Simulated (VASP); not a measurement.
Input of a VASP 6.6.1 run:

The input POSCAR:

```
SnO2
1.0
    4.7605144913      0.0000000000      0.0000000000
    0.0000000000      4.7606977633      0.0000000000
    0.0000000000      0.0000000000      3.2000515029
Sn O
2 4
Direct
    0.5000000000      0.5000000000      0.5000000000
    0.0000000000      0.0000000000      0.0000000000
    0.3058348108      0.3059224605      0.0000000000
    0.8058348108      0.1940775395      0.5000000000
    0.1941651892      0.8059224605      0.5000000000
    0.6941651892      0.6940775395      0.0000000000
```

The input INCAR.step1:

```
  ALGO = Normal
  EDIFF = 1E-4
  ENCUT = 520
  GGA = PE
  ISMEAR = 1
  LASPH = True
  LCHARG = False
  LREAL = False
  LWAVE = True
  NBANDS = 35
  NELM = 60
  PREC = Accurate
  SIGMA = 0.2
```

Contents of INCAR.step2:

```
  ALGO = Normal
  EDIFF = 1E-7
  ENCUT = 520
  ISIF = 2
  ISMEAR = 1
  ISTART = 1
  LASPH = True
  LCHARG = False
  LMIXTAU = True
  LREAL = False
  LWAVE = False
  METAGGA = R2SCAN
  NBANDS = 35
  NELM = 60
  PREC = Accurate
  SIGMA = 0.2
```

Contents of KPOINTS:

```
k-points
0
Gamma
  4 4 6
```

Potentials or basis: VASP PAW PBE potentials, release 64 (Sn_d, O).

Launch:

```bash
$ cat potpaw_PBE.64/Sn_d/POTCAR potpaw_PBE.64/O/POTCAR > POTCAR
$ cp INCAR.step1 INCAR
$ mpirun -np 1 vasp_std > vasp.out
$ cp INCAR.step2 INCAR
$ mpirun -np 1 vasp_std > vasp.out
```

(1) Predict the band gap on the k mesh.

(2) Predict the pressure.

Results:

(1) 1.79 eV.

(2) 1.1 GPa.

Caveat: the PAW data sets were made with another functional, which shifts forces and pressure a little; spin-orbit coupling is left out, which moves the levels of the heavy elements.
